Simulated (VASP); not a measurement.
# Sb2Se3 (Cmmm) in VASP: relaxation of cell and atoms with PBE

Aim: the relaxation of cell and atoms of Sb2Se3 with PBE.

All numbers are computed with VASP 6.6.1; they aren't measurements. Logs are shortened: lines on timing, memory, paths and dates and some standing lists are left out, and cuts for length are marked.

**1. The cell of the first run**

Symmetry: Cmmm, No. 65, orthorhombic system. The conventional cell has a = 5.425 Å, b = 8.364 Å, c = 7.740 Å, α = 90.00°, β = 90.00°, γ = 90.00°. Sb (site symmetry mm2) has 2 Se at 2.27 Å within 3.0 Å. Within 3.0 Å of Se (site symmetry m2m) lie 2 Sb at 2.27 Å and 4 Se at 2.39 to 2.99 Å. Se (site symmetry mmm) has 6 Se at 2.96 to 2.99 Å and 4 Sb at 3.33 Å within 3.9 Å.

The cell was built from a structure type or drawn by symmetry, and may not be a known phase.

**2. Relaxation of cell and atoms, PBE**

Contents of INCAR:

```
SYSTEM = Sb2Se3
ALGO     = Normal         ! electronic algorithm
EDIFF    = 1E-7           ! SCF threshold, eV
EDIFFG   = -0.08          ! ionic threshold
ENCUT    = 500            ! plane-wave cutoff, eV
GGA      = PE             ! functional
GGA_COMPAT= .FALSE.      
IBRION   = 2              ! ionic algorithm
ISIF     = 3              ! what is computed and relaxed
ISMEAR   = 0              ! smearing method
LASPH    = .TRUE.         ! aspherical terms in the spheres
LCHARG   = .FALSE.        ! write CHGCAR
LREAL    = .FALSE.        ! projectors in reciprocal space
LWAVE    = .FALSE.        ! write WAVECAR
NELM     = 120            ! most SCF steps
NELMIN   = 4            
NSW      = 36             ! ionic steps
PREC     = Accurate       ! precision mode
SIGMA    = 0.15           ! smearing width, eV
```

Contents of KPOINTS:

```
k-points
0
G
  3 3 2
  0 0 0
```

Contents of POSCAR:

```
Sb2Se3
1.0
    2.7123765400     -4.1819946900      0.0000000000
    2.7123765400      4.1819946900      0.0000000000
    0.0000000000      0.0000000000      7.7398158200
Sb Se
2 3
Direct
    0.0000000000      0.0000000000      0.2503627600
    0.0000000000      0.0000000000      0.7496372400
    0.8574230300      0.1425769700      0.5000000000
    0.1425769700      0.8574230300      0.5000000000
    0.5000000000      0.5000000000      0.5000000000
```

Potentials or basis: VASP PAW PBE potentials, release 64 (Sb, Se).

Command:

```bash
$ cat potpaw_PBE.64/Sb/POTCAR potpaw_PBE.64/Se/POTCAR > POTCAR
$ mpirun -np 1 vasp_std > vasp.out
```

OUTCAR:

```text
SYSTEM = Sb2Se3
   EDIFF = 1E-7
   EDIFFG = -0.08
   ENCUT = 500
   GGA = PE
   IBRION = 2
   ISIF = 3
   ISMEAR = 0
   LASPH = .TRUE.
   LREAL = .FALSE.
   NELM = 120
   NELMIN = 4
   NSW = 36
   PREC = Accurate

 ion  position               nearest neighbor table
   1  0.000  0.000  0.250-   3 2.27   4 2.27
   2  0.000  0.000  0.750-   3 2.27   4 2.27
   3  0.857  0.143  0.500-   1 2.27   2 2.27   4 2.39
   4  0.143  0.857  0.500-   1 2.27   2 2.27   3 2.39
   5  0.500  0.500  0.500-

  LATTYP: Found a base centered orthorhombic cell.
 ALAT       =     5.4247530800
 B/A-ratio  =     1.5418193707
 C/A-ratio  =     1.4267590996

  Lattice vectors:

 A1 = (   2.7123765400,  -4.1819946900,   0.0000000000)
 A2 = (   2.7123765400,   4.1819946900,   0.0000000000)
 A3 = (   0.0000000000,   0.0000000000,   7.7398158200)

Analysis of symmetry for initial positions (statically):
=====================================================================
 Subroutine PRICEL returns:
 Original cell was already a primitive cell.

 Routine SETGRP: Setting up the symmetry group for a
 base centered orthorhombic supercell.

 Subroutine GETGRP returns: Found  8 space group operations
 (whereof  8 operations were pure point group operations)
 out of a pool of  8 trial point group operations.

The static configuration has the point symmetry D_2h.

Analysis of symmetry for dynamics (positions and initial velocities):
=====================================================================
 Subroutine PRICEL returns:
 Original cell was already a primitive cell.

 Routine SETGRP: Setting up the symmetry group for a
 base centered orthorhombic supercell.

 Subroutine GETGRP returns: Found  8 space group operations
 (whereof  8 operations were pure point group operations)
 out of a pool of  8 trial point group operations.

The dynamic configuration has the point symmetry D_2h.

 Subroutine INISYM returns: Found  8 space group operations
 (whereof  8 operations are pure point group operations),
 and found     1 'primitive' translations

----------------------------------------------------------------------------------------

                                     Primitive cell

  volume of cell :     175.5877

  direct lattice vectors                    reciprocal lattice vectors
     2.712376540 -4.181994690  0.000000000     0.184340188 -0.119560171  0.000000000
[... 91 lines left out ...]
   EFERMI_NEDOS =   21; number of points for ismear=-14 and -15
   IALGO  =     38    algorithm
   IMIX   =      4    mixing-type and parameters
     AMIX     =   0.40;   BMIX     =  1.00
     AMIX_MAG =   1.60;   BMIX_MAG =  1.00
  volume/ion in A,a.u.               =      35.12       236.98
  Fermi-wavevector in a.u.,A,eV,Ry     =   0.887761  1.677625 10.723022  0.788120
  Thomas-Fermi vector in A             =   2.009102
   LORBIT       =      0    0 simple, 1 ext, 2 COOP (PROOUT), +10 PAW based schemes
   GGA     = PE    functional components
   LHFCALC =     F    Hartree Fock is set to
   AEXX    =    0.0000 exact exchange contribution
   IVDW    =     0    specifies the selected vdW correction
   LEPSILON=     F    determine dielectric tensor
   LRPA    =     F    only Hartree local field effects (RPA)
 conjugate gradient relaxation of ions
 non-spin polarized calculation
 Gauss-broadening in eV      SIGMA  =   0.15
  energy-cutoff  :      500.00
  volume of cell :      175.59
 maximum number of plane-waves:      4472
   NGX = 19   NGY = 19   NGZ = 29

--------------------------------------- Ionic step        1  -------------------------------------------

 number of electron      28.0000001 magnetization

 Free energy of the ion-electron system (eV)
  ---------------------------------------------------
  ext. energy  EPLUGINS =         0.00000000
  ---------------------------------------------------
  free energy    TOTEN  =       -10.77484960 eV

  energy without entropy =      -10.73140315  energy(sigma->0) =      -10.75312637

------------------------ aborting loop because EDIFF is reached ----------------------------------------

  FORCE on cell =-STRESS in cart. coord.  units (eV):
  Direction    XX          YY          ZZ          XY          YZ          ZX
  --------------------------------------------------------------------------------------
  -------------------------------------------------------------------------------------
  Total        8.5408311     24.1856428     36.4196245      0.0000000      0.0000000      0.0000000
  in kB       77.9321463    220.6856727    332.3165476      0.0000000      0.0000000      0.0000000
  external PRESSURE =     210.3114556 kB  Pullay stress =       0.0000000 kB
[... 98 lines left out ...]
  FREE ENERGIE OF THE ION-ELECTRON SYSTEM (eV)
  ---------------------------------------------------
  free  energy   TOTEN  =       -11.7580679142 eV

  energy  without entropy=      -11.6386176626  energy(sigma->0) =      -11.69834279

 E-fermi :  -0.0502     XC(G=0):  -6.4480

 val. band max:       -0.0594606356   @ k =   0.3333   0.3333   0.5000
 cond. band min:      -0.0094206452   @ k =   0.3333   0.0000   0.5000
 fundamental gap:      0.0500399905
 Fermi energy:        -0.0501840100

 k-point     1 :       0.0000    0.0000    0.0000
  band No.  band energies     occupation
      1     -13.4714      2.00000
      2     -11.6642      2.00000
      3     -11.3138      2.00000
      4      -8.5472      2.00000
      5      -8.3810      2.00000
      6      -3.4477      2.00000
[... 145 lines left out ...]
      5      -8.1721      2.00000
      6      -4.0850      2.00000
[... 10 lines left out ...]
     17       0.3751      0.00006
     18       0.5753      0.00000

[... ionic steps 4 to 24 ...]

--------------------------------------- Ionic step       25  -------------------------------------------

 number of electron      28.0000007 magnetization

------------------------ aborting loop because EDIFF is reached ----------------------------------------
[... 73 lines left out ...]
--------------------------------------- Ionic step       27  -------------------------------------------

 number of electron      28.0000006 magnetization

 Free energy of the ion-electron system (eV)
  ---------------------------------------------------
  ext. energy  EPLUGINS =         0.00000000
  ---------------------------------------------------
  free energy    TOTEN  =       -17.78104692 eV

  energy without entropy =      -17.75458662  energy(sigma->0) =      -17.76781677

 E-fermi :   1.8056     XC(G=0):  -6.8590

 val. band max:        1.8025205331   @ k =   0.3333   0.3333   0.5000
 cond. band min:       1.9367898852   @ k =   0.0000   0.0000   0.0000
 fundamental gap:      0.1342693521
 Fermi energy:         1.8055654015

 k-point     1 :       0.0000    0.0000    0.0000
  band No.  band energies     occupation
      1     -13.1696      2.00000
      2     -10.4537      2.00000
      3     -10.3540      2.00000
      4      -8.0671      2.00000
      5      -6.5240      2.00000
      6      -4.4129      2.00000
[... 189 lines left out ...]
  FREE ENERGIE OF THE ION-ELECTRON SYSTEM (eV)
  ---------------------------------------------------
  free  energy   TOTEN  =       -17.7810469208 eV

  energy  without entropy=      -17.7545866152  energy(sigma->0) =      -17.76781677

 reached required accuracy - stopping structural energy minimisation
```

CONTCAR:

```text
Sb2Se3
   1.00000000000000
     2.8243567927027278   -5.2095659039857871    0.0000000000000000
     2.8243567927027278    5.2095659039857871    0.0000000000000000
     0.0000000000000000    0.0000000000000000    7.2867250766368210
  Sb              Se
     2     3
Direct
     1.0000000000000000    0.0000000000000000    0.3085791670578132
     1.0000000000000000    0.0000000000000000    0.6914208329421869
     0.7625981319545871    0.2374018680454127    0.5000000000000000
     0.2374018680454127    0.7625981319545871    0.5000000000000000
     0.5000000000000000    0.5000000000000000    0.5000000000000000

  0.00000000E+00  0.00000000E+00  0.00000000E+00
  0.00000000E+00  0.00000000E+00  0.00000000E+00
  0.00000000E+00  0.00000000E+00  0.00000000E+00
  0.00000000E+00  0.00000000E+00  0.00000000E+00
  0.00000000E+00  0.00000000E+00  0.00000000E+00
```

Run time: 5.4 min. Hardware: 1 thread of Intel Xeon 6975P-C (Granite Rapids), shared host; peak memory 0.27 GiB.

Results:

```yaml
Free_energy: -17.7810 eV
Relaxed_volume: 42.89 Å³/atom
Relaxed_cell: a = 5.926 Å, b = 5.926 Å, c = 7.287 Å, α = 90.00°, β = 90.00°, γ = 123.07°
Space_group_after_relaxing_to_0.1_Å: Cmmm (No. 65)
Energy_gained_by_relaxing: 1401.2 meV/atom
Ionic_steps: 27
Pressure_after_relaxing: -0.1 GPa
Largest_force_after_relaxing: 0.025 eV/Å
Band_gap_on_the_k_mesh: zero (bands 14 and 15 overlap by 0.21 eV)
```

Forces on the atoms (eV/Å):
```
Sb   0.000  0.000 -0.014
Sb   0.000  0.000  0.014
Se   0.000 -0.025  0.000
Se   0.000  0.025  0.000
Se   0.000  0.000  0.000
```

Stress tensor (GPa, compression positive):
```
-0.28  0.00  0.00
 0.00 -0.20  0.00
 0.00  0.00  0.21
```

Step by step:
```csv
step,energy change (eV),largest force (eV/Å),pressure (GPa),volume (Å³)
1,0.0000,10.3607,21.03,175.59
2,-0.2253,1.0051,-5.14,316.78
3,-0.9832,0.7165,-5.46,293.41
4,-1.8647,1.1782,-5.57,271.87
5,-4.1759,1.5315,-3.23,220.62
6,-4.3499,2.3048,1.95,197.35
7,-4.4530,1.2628,-0.98,207.49
8,-4.4611,1.4457,-0.46,205.34
9,-4.4609,1.5019,-0.31,204.72
10,-4.8469,1.0540,-0.17,203.78
11,-5.4745,0.6889,0.10,200.85
12,-6.4883,0.8669,-0.63,190.95
13,-6.4433,1.1095,-0.47,184.61
14,-6.5180,0.9235,-0.67,188.00
15,-6.6562,0.4931,2.43,178.69
16,-6.6562,0.5071,2.51,178.49
17,-6.7286,0.4840,2.64,180.25
18,-6.7549,0.5979,2.88,181.80
19,-6.8641,0.1216,1.04,189.64
20,-6.8890,0.4129,-0.44,197.66
21,-6.8901,0.3409,-0.22,196.37
22,-6.9060,0.3102,-0.19,197.40
23,-6.9499,0.2264,-0.04,200.43
24,-6.9940,0.1008,0.43,206.25
25,-7.0021,0.1931,-0.21,212.57
26,-7.0022,0.1840,-0.17,212.18
27,-7.0062,0.0255,-0.09,214.43
```

Final structure:
```
Sb Se
1.0
     2.82436   -5.20957    0.00000
     2.82436    5.20957    0.00000
     0.00000    0.00000    7.28673
Sb Se
2 3
Cartesian
  2.8244 -5.2096 2.2485
  2.8244 -5.2096 5.0382
  2.8244 -2.7360 3.6434
  2.8244 2.7360 3.6434
  2.8244 0.0000 3.6434
```

Caveat: the k points lie up to 0.43 Å⁻¹ apart in the final cell; the volume moved by over 15 % at a fixed basis, so the end points are rough; spin-orbit coupling is left out, which moves the levels of the heavy elements; this functional lacks dispersion, which binds the layers, so the pressure and a relaxed spacing across them are unreliable.
